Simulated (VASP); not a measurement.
Set up this calculation in VASP 6.6.1, as the native input.

| Quantity | Value |
| --- | --- |
| Task | single point |
| Functional | PBE |
| Potentials or basis | VASP PAW PBE potentials, release 64 (Zn) |
| Cutoff | 520 eV |
| k mesh | 21 × 21 × 21 |
| Occupations | methfessel-paxton, width 0.05 eV |
| Spin | no spin polarisation |
| Dipole correction | no |
| Further INCAR settings | ALGO = Normal; EDIFF = 1e-07; NBANDS = 12 |

The structure of Zn lies in POSCAR:

```
Zn
1.0
   -1.5577005667      1.5577005667      1.5577005667
    1.5577005667     -1.5577005667      1.5577005667
    1.5577005667      1.5577005667     -1.5577005667
Zn
1
Direct
    0.0000000000      0.0000000000      0.0000000000
```

One way to write it, as run:

INCAR

```
SYSTEM = Zn
PREC = Accurate
ENCUT = 520
EDIFF = 1E-7
ISMEAR = 1
SIGMA = 0.05
LREAL = .False.
LASPH = .True.
NELM = 100
ALGO = Normal
ISIF = 2
LWAVE = .False.
LCHARG = .False.
GGA = PE
NBANDS = 12
```

KPOINTS

```
Automatic mesh
0
Gamma
  21 21 21
  0 0 0
```

Potentials or basis: VASP PAW PBE potentials, release 64 (Zn).

The run is started by

```bash
$ cat potpaw_PBE.64/Zn/POTCAR > POTCAR
$ mpirun -np 1 vasp_std > vasp.out
```

Results of the run:

| Quantity | Value |
| --- | --- |
| Pressure | 1.4 GPa |
| Band gap on the k mesh | zero (band 6 reaches 7.06 eV, above the bottom of band 7 at 2.32 eV) |

It took 31 s on 1 thread of Intel(R) Xeon(R) Platinum 8259CL CPU @ 2.50GHz (Skylake/Cascade Lake) (shared host), peak memory 0.16 GiB.
